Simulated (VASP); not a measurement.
# TaAs (I4_1md) in VASP: single point with PBE

Aim: the single point of TaAs with PBE.

Everything below comes from runs of VASP 6.6.1. Logs are shortened: lines on timing, memory, paths and dates and some standing lists are left out, and cuts for length are marked.

## 1. The cell of the first run

It takes space group I4_1md (No. 109, tetragonal). Conventional cell: a = 3.186 Å, b = 3.186 Å, c = 11.735 Å, α = 90.00°, β = 90.00°, γ = 90.00°. Within 3.2 Å of Ta (site symmetry 2mm) lie 6 As at 2.45 to 2.53 Å and 4 Ta at 3.19 Å. Within 3.2 Å of As (site symmetry 2mm) lie 6 Ta at 2.45 to 2.53 Å and 4 As at 3.19 Å.

## 2. Single point, PBE (strain -0.080 along x and y, +0.000 along z)

The input, INCAR:

```
PREC = Accurate ; ENCUT = 520
EDIFF = 1E-6 ; ISMEAR = 0
SIGMA = 0.15 ; LREAL = False
LASPH = True ; NELM = 60
ALGO = Normal ; ISIF = 2
LWAVE = False ; LCHARG = False
GGA = PE ; NBANDS = 24
```

The input, KPOINTS:

```
Automatic mesh
0
Gamma
  20 20 20
```

The input, POSCAR:

```
TaAs
1.0
   -1.5929326983      1.5929326983      5.8672939475
    1.5929326983     -1.5929326983      5.8672939475
    1.5929326983      1.5929326983     -5.8672939475
Ta As
2 2
Direct
    0.5001741996      0.0001741996      0.5000000000
    0.7501741996      0.7501741996      0.0000000000
    0.0824252204      0.5824252204      0.5000000000
    0.3324252204      0.3324252204      0.0000000000
```

Potentials or basis: VASP PAW PBE potentials, release 64 (Ta_pv, As).

Launch:

```sh
> cat potpaw_PBE.64/Ta_pv/POTCAR potpaw_PBE.64/As/POTCAR > POTCAR
> mpirun -np 1 vasp_std > vasp.out
```

OUTCAR:

```text
PREC = Accurate
   ENCUT = 520
   EDIFF = 1E-6
   ISMEAR = 0
   LREAL = False
   LASPH = True
   NELM = 60
   ISIF = 2
   GGA = PE

 ion  position               nearest neighbor table
   1  0.500  0.000  0.500-   3 2.45   3 2.45   3 2.45   3 2.45   4 2.53   4 2.53   2 3.34   2 3.34
                             2 3.34   2 3.34
   2  0.750  0.750  0.000-   4 2.45   4 2.45   4 2.45   4 2.45   3 2.53   3 2.53   1 3.34   1 3.34
                             1 3.34   1 3.34
   3  0.082  0.582  0.500-   1 2.45   1 2.45   1 2.45   1 2.45   2 2.53   2 2.53
   4  0.332  0.332  0.000-   2 2.45   2 2.45   2 2.45   2 2.45   1 2.53   1 2.53

  LATTYP: Found a body centered tetragonal cell.
 ALAT       =     3.1858653966
 C/A-ratio  =     3.6833282120

  Lattice vectors:

 A1 = (  -1.5929326983,   1.5929326983,   5.8672939475)
 A2 = (   1.5929326983,  -1.5929326983,   5.8672939475)
 A3 = (   1.5929326983,   1.5929326983,  -5.8672939475)

Analysis of symmetry for initial positions (statically):
=====================================================================
 Subroutine PRICEL returns:
 Original cell was already a primitive cell.

 Routine SETGRP: Setting up the symmetry group for a
 body centered tetragonal supercell.

 Subroutine GETGRP returns: Found  8 space group operations
 (whereof  4 operations were pure point group operations)
 out of a pool of 16 trial point group operations.

The static configuration has the point symmetry C_2v.
 The point group associated with its full space group is C_4v.

Analysis of symmetry for dynamics (positions and initial velocities):
=====================================================================
 Subroutine PRICEL returns:
 Original cell was already a primitive cell.

 Routine SETGRP: Setting up the symmetry group for a
 body centered tetragonal supercell.

 Subroutine GETGRP returns: Found  8 space group operations
 (whereof  4 operations were pure point group operations)
 out of a pool of 16 trial point group operations.

The dynamic configuration has the point symmetry C_2v.
 The point group associated with its full space group is C_4v.

 Subroutine INISYM returns: Found  8 space group operations
 (whereof  4 operations are pure point group operations),
 and found     1 'primitive' translations

----------------------------------------------------------------------------------------

                                     Primitive cell

  volume of cell :      59.5515

  direct lattice vectors                    reciprocal lattice vectors
    -1.592932698  1.592932698  5.867293948     0.000000000  0.313886456  0.085218161
     1.592932698 -1.592932698  5.867293948     0.313886456  0.000000000  0.085218161
     1.592932698  1.592932698 -5.867293948     0.313886456  0.313886456  0.000000000

  length of vectors
     6.284903136  6.284903136  6.284903136     0.325248893  0.325248893  0.443902484

  position of ions in fractional coordinates (direct lattice)
     0.500174200  0.000174200  0.500000000
     0.750174200  0.750174200  0.000000000
     0.082425220  0.582425220  0.500000000
     0.332425220  0.332425220  0.000000000

  ion indices of the primitive-cell ions
   primitive index   ion index
                 1           1
                 2           2
                 3           3
                 4           4

----------------------------------------------------------------------------------------

 KPOINTS: Automatic mesh

Automatic generation of k-mesh.
 Grid dimensions read from file:
 generate k-points for:   20   20   20

 Generating k-lattice:

  Cartesian coordinates                     Fractional coordinates (reciprocal lattice)
     0.000000000  0.015694323  0.004260908     0.050000000 -0.000000000  0.000000000
     0.015694323  0.000000000  0.004260908    -0.000000000  0.050000000  0.000000000
     0.015694323  0.015694323  0.000000000     0.000000000  0.000000000  0.050000000

  Length of vectors
     0.016262445  0.016262445  0.022195124

  Shift w.r.t. Gamma in fractional coordinates (k-lattice)
     0.000000000  0.000000000  0.000000000

 Subroutine IBZKPT returns following result:
 ===========================================

 Found    641 irreducible k-points:

 Following reciprocal coordinates:
            Coordinates               Weight
  0.000000  0.000000  0.000000      1.000000
  0.050000  0.000000 -0.000000      8.000000
  0.100000  0.000000 -0.000000      8.000000
  0.150000  0.000000 -0.000000      8.000000
  0.200000  0.000000 -0.000000      8.000000
  0.250000  0.000000 -0.000000      8.000000
[... 16 lines left out ...]
 -0.400000  0.050000  0.000000     16.000000
 -0.350000  0.050000  0.000000     16.000000
 [... further k-points ...]
   k-points           NKPTS =    641   k-points in BZ     NKDIM =    641   number of bands    NBANDS=     24
   number of dos      NEDOS =    301   number of ions     NIONS =      4
   total plane-waves  NPLWV = 110592
   dimension x,y,z NGX =    48 NGY =   48 NGZ =   48
   dimension x,y,z NGXF=    96 NGYF=   96 NGZF=   96
   ions per type =               2   2
   NGX,Y,Z   is equivalent  to a cutoff of  12.70, 12.70, 12.70 a.u.
   NGXF,Y,Z  is equivalent  to a cutoff of  25.39, 25.39, 25.39 a.u.
 SYSTEM =  unknown system
   PREC   = accura    normal or accurate (medium, high low for compatibility)
   ISTART =      0    job   : 0-new  1-cont  2-samecut
   ICHARG =      2    charge: 1-file 2-atom 10-const
   ISPIN  =      1    spin polarized calculation?
   LNONCOLLINEAR =      F non collinear calculations
   LSORBIT =      F    spin-orbit coupling
   LASPH  =      T    aspherical Exc in radial PAW
   ENCUT  =  520.0 eV  38.22 Ry    6.18 a.u.  11.69 11.69 11.69*2*pi/ulx,y,z
   NELM   =     60;   NELMIN=  2; NELMDL= -5     # of ELM steps
   EDIFF  = 0.1E-05   stopping-criterion for ELM
   LREAL  =      F    real-space projection
   EDIFFG = 0.1E-04   stopping-criterion for IOM
   NSW    =      0    number of steps for IOM
   IBRION =     -1    ionic relax: 0-MD 1-quasi-New 2-CG
   NFREE  =      0    steps in history (QN), initial steepest desc. (CG)
   ISIF   =      2    stress and relaxation
   ISYM   =      2    0-nonsym 1-usesym 2-fastsym
   POTIM  = 0.5000    time-step for ionic-motion
   TEBEG  =    0.0;   TEEND  =   0.0 temperature during run
   PSTRESS=    0.0 pullay stress
   NELECT =      32.0000    total number of electrons
   NUPDOWN=      -1.0000    fix difference up-down
   EMIN   =  10.00;   EMAX   =-10.00  energy-range for DOS
   EFERMI =   0.00;   METHOD = LEGACY
   ISMEAR =     0;   SIGMA  =   0.15  broadening in eV -4-tet -1-fermi 0-gaus
   EFERMI_NEDOS =   21; number of points for ismear=-14 and -15
   IALGO  =     38    algorithm
   IMIX   =      4    mixing-type and parameters
     AMIX     =   0.40;   BMIX     =  1.00
     AMIX_MAG =   1.60;   BMIX_MAG =  1.00
  volume/ion in A,a.u.               =      14.89       100.47
  Fermi-wavevector in a.u.,A,eV,Ry     =   1.330946  2.515124 24.101612  1.771419
  Thomas-Fermi vector in A             =   2.459995
   LORBIT       =      0    0 simple, 1 ext, 2 COOP (PROOUT), +10 PAW based schemes
   GGA     = PE    functional components
   LHFCALC =     F    Hartree Fock is set to
   AEXX    =    0.0000 exact exchange contribution
   IVDW    =     0    specifies the selected vdW correction
   LEPSILON=     F    determine dielectric tensor
   LRPA    =     F    only Hartree local field effects (RPA)
 non-spin polarized calculation
 Gauss-broadening in eV      SIGMA  =   0.15
  energy-cutoff  :      520.00
  volume of cell :       59.55
 maximum number of plane-waves:      1632
   NGX = 23   NGY = 23   NGZ = 23

 number of electron      32.0000001 magnetization

 Free energy of the ion-electron system (eV)
  ---------------------------------------------------
  ext. energy  EPLUGINS =         0.00000000
  ---------------------------------------------------
  free energy    TOTEN  =       -33.46934310 eV

  energy without entropy =      -33.46554506  energy(sigma->0) =      -33.46744408

 E-fermi :   8.5157     XC(G=0): -12.6689

 val. band max:        8.5101767383   @ k =  -0.3000   0.5000   0.3000
 cond. band min:       8.5203600124   @ k =  -0.2500   0.1500   0.0500
 fundamental gap:      0.0101832741
 Fermi energy:         8.5157472163

 k-point     1 :       0.0000    0.0000    0.0000
  band No.  band energies     occupation
      1     -26.1969      2.00000
      2     -25.9211      2.00000
      3     -25.9211      2.00000
      4     -25.8459      2.00000
      5     -25.7751      2.00000
      6     -25.7751      2.00000
[... 16 lines left out ...]
     23      13.6194      0.00000
     24      13.6202      0.00000

 k-point     2 :       0.0500    0.0000   -0.0000
  band No.  band energies     occupation
      1     -26.1942      2.00000
      2     -25.9311      2.00000
      3     -25.9201      2.00000
      4     -25.8470      2.00000
      5     -25.7835      2.00000
      6     -25.7740      2.00000
[... 16 lines left out ...]
     23      13.4525      0.00000
     24      13.8111      0.00000

 k-point     3 :       0.1000    0.0000   -0.0000
  band No.  band energies     occupation
      1     -26.1864      2.00000
      2     -25.9596      2.00000
      3     -25.9173      2.00000
      4     -25.8519      2.00000
      5     -25.8062      2.00000
      6     -25.7708      2.00000
[... 16 lines left out ...]
     23      13.3176      0.00000
     24      14.3026      0.00000

 k-point     4 :       0.1500    0.0000   -0.0000
  band No.  band energies     occupation
      1     -26.1746      2.00000
      2     -26.0028      2.00000
      3     -25.9130      2.00000
      4     -25.8697      2.00000
      5     -25.8316      2.00000
      6     -25.7659      2.00000
[... 16 lines left out ...]
     23      13.5931      0.00000
     24      14.9415      0.00000

 k-point     5 :       0.2000    0.0000   -0.0000
  band No.  band energies     occupation
      1     -26.1617      2.00000
      2     -26.0542      2.00000
      3     -25.9111      2.00000
      4     -25.9074      2.00000
      5     -25.8446      2.00000
      6     -25.7597      2.00000
[... 16 lines left out ...]
     23      13.8811      0.00000
     24      15.4562      0.00000

 k-point     6 :       0.2500    0.0000   -0.0000
  band No.  band energies     occupation
      1     -26.1609      2.00000
      2     -26.0968      2.00000
      3     -25.9626      2.00000
      4     -25.9013      2.00000
      5     -25.8531      2.00000
      6     -25.7528      2.00000
[... 16 lines left out ...]
     23      14.0793      0.00000
     24      15.5854      0.00000
[... 379 lines left out ...]
 k-point    21 :       0.5000    0.0500   -0.0000
  band No.  band energies     occupation
      1     -26.3214      2.00000
      2     -26.1459      2.00000
      3     -26.0337      2.00000
      4     -25.8952      2.00000
      5     -25.8819      2.00000
      6     -25.7386      2.00000
[... 16 lines left out ...]
     23      14.3821      0.00000
     24      15.5624      0.00000

 k-point    22 :      -0.4500    0.0500    0.0000
  band No.  band energies     occupation
      1     -26.3122      2.00000
      2     -26.1383      2.00000
      3     -26.0396      2.00000
      4     -25.8944      2.00000
      5     -25.8792      2.00000
      6     -25.7398      2.00000
[... 16 lines left out ...]
     23      14.2580      0.00000
     24      15.5989      0.00000

 k-point    23 :      -0.4000    0.0500    0.0000
  band No.  band energies     occupation
      1     -26.2858      2.00000
      2     -26.1181      2.00000
      3     -26.0493      2.00000
      4     -25.8957      2.00000
      5     -25.8732      2.00000
      6     -25.7430      2.00000
[... 16 lines left out ...]
     23      14.1755      0.00000
     24      15.6352      0.00000

 k-point    24 :      -0.3500    0.0500    0.0000
  band No.  band energies     occupation
      1     -26.2453      2.00000
      2     -26.0993      2.00000
      3     -26.0475      2.00000
      4     -25.8994      2.00000
      5     -25.8651      2.00000
      6     -25.7480      2.00000
[... 16 lines left out ...]
     23      14.2464      0.00000
     24      15.7176      0.00000

 [... further k-points ...]
[... 5 lines left out ...]
  --------------------------------------------------------------------------------------
  -------------------------------------------------------------------------------------
  Total       21.0707635     21.0707635     10.3478680      0.0000000      0.0000000      0.0000000
  in kB      566.8891739    566.8891739    278.3997046      0.0000000      0.0000000      0.0000000
  external PRESSURE =     470.7260175 kB  Pullay stress =       0.0000000 kB

 VOLUME and BASIS-vectors are now :
 -----------------------------------------------------------------------------
  energy-cutoff  :      520.00
  volume of cell :       59.55
      direct lattice vectors                 reciprocal lattice vectors
    -1.592932698  1.592932698  5.867293948     0.000000000  0.313886456  0.085218161
     1.592932698 -1.592932698  5.867293948     0.313886456  0.000000000  0.085218161
     1.592932698  1.592932698 -5.867293948     0.313886456  0.313886456  0.000000000

 POSITION                                       TOTAL-FORCE (eV/Angst)
 -----------------------------------------------------------------------------------
      0.00000      1.59293      0.00204        -0.000000     -0.000000     -1.133833
      0.00000      0.00000      8.80299         0.000000      0.000000     -1.133833
      1.59293      0.00000      0.96723        -0.000000      0.000000      1.133833
      0.00000      0.00000      3.90087         0.000000     -0.000000      1.133833
 -----------------------------------------------------------------------------------
    total drift:                                0.000000      0.000000     -0.000275

  FREE ENERGIE OF THE ION-ELECTRON SYSTEM (eV)
  ---------------------------------------------------
  free  energy   TOTEN  =       -33.4693431005 eV

  energy  without entropy=      -33.4655450558  energy(sigma->0) =      -33.46744408
```

Wall time 25 min (1 thread of Intel Xeon Platinum 8375C at 2.90GHz (Ice Lake), shared host); peak memory 0.96 GiB.

Results:

| Property | Result |
| --- | --- |
| Free energy | -33.4693 eV |
| Pressure | 47.1 GPa |
| Largest force | 1.134 eV/Å |
| Band gap on the k mesh | zero (band 16 reaches 8.82 eV, above the bottom of band 17 at 8.28 eV) |

Forces in eV/Å, atoms in the order of the input:
```
Ta   0.000  0.000 -1.134
Ta   0.000  0.000 -1.134
As   0.000  0.000  1.134
As   0.000  0.000  1.134
```

Stress tensor (GPa, compression positive):
```
56.69  0.00  0.00
 0.00 56.69  0.00
 0.00  0.00 27.84
```

Caveat: the cell differs from its parent crystal (strain -0.080 along x and y, +0.000 along z); spin-orbit coupling is left out, which moves the levels of the heavy elements; forces of over 1 eV/Å act on the atoms, so gaps and moduli don't describe the material at rest.
